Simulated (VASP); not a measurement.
Input of a VASP 6.6.1 run:

Contents of INCAR:

```
ALGO = Normal ; EDIFF = 1E-6
ENCUT = 520 ; GGA = PE
ISIF = 2 ; ISMEAR = -1
IVDW = 12 ; LASPH = T
LCHARG = T ; LELF = T
LREAL = Auto ; LVHAR = T
LWAVE = F ; NBANDS = 50
NELM = 60 ; PREC = Accurate
SIGMA = 0.05
```

KPOINTS

```
k-points
0
Gamma
  1 1 1
```

The input POSCAR:

```
H15C2NO6
1.0
    6.6471370000      0.0000000000      0.0000000000
    0.0000000000      6.6471370000      0.0000000000
    0.0000000000      0.0000000000      6.6471370000
O H C N
6 15 2 1
Direct
    0.8630633008      0.3154440777      0.3023406919
    0.0877821534      0.4842686408      0.8279504394
    0.4244835032      0.6741549031      0.6441570258
    0.1944295717     -0.0106812903      0.2112638870
    0.7352488748      0.2200797125      0.7652768402
    0.3554763502      0.1653644268      0.6119928023
    0.9046451126      0.3778619276      0.1761660697
    0.9736071334      0.2211177534      0.2961274907
   -0.0346916274      0.4074536150      0.7977720333
    0.1333055118      0.4170667763      0.9400287673
    0.5061878520      0.7550619161      0.7293215109
    0.2989858641      0.6480835283      0.7240109539
    0.2901700386      0.0919042288      0.1624308330
    0.2246380660     -0.1422266458      0.1846960579
    0.6019734511      0.2679198578      0.8212407838
    0.6934414019      0.2416077779      0.6230802825
    0.2336645085      0.1816571556      0.6949909412
    0.2829789728      0.0815388640      0.5114231887
    0.7556486349      0.5772710868      0.2833701186
    0.7162181252      0.6112105106     -0.0078530050
    0.5831081863      0.7779589920      0.1804686740
    0.6511675628      0.6355668613      0.1504106204
    0.5072559810      0.4556247299      0.1740749438
    0.4326674777      0.3002796542      0.1580229202
```

Potentials or basis: VASP PAW PBE potentials, release 64 (O, H, C, N).

Run with:

```console
$ cat potpaw_PBE.64/O/POTCAR potpaw_PBE.64/H/POTCAR potpaw_PBE.64/C/POTCAR potpaw_PBE.64/N/POTCAR > POTCAR
$ mpirun -np 1 vasp_gam > vasp.out
```

Question: Predict the dispersion energy per atom.

Answer: -0.034 eV.

Question: Estimate the band gap on the k mesh.

Answer: 4.04 eV.

Question: Estimate the largest force.

Answer: 4.073 eV/Å.

Stress tensor (GPa, compression positive):
```
-0.20 -1.20  1.13
-1.20  2.38  0.36
 1.13  0.36 -0.93
```

Caveat: the k points lie up to 0.95 Å⁻¹ apart.
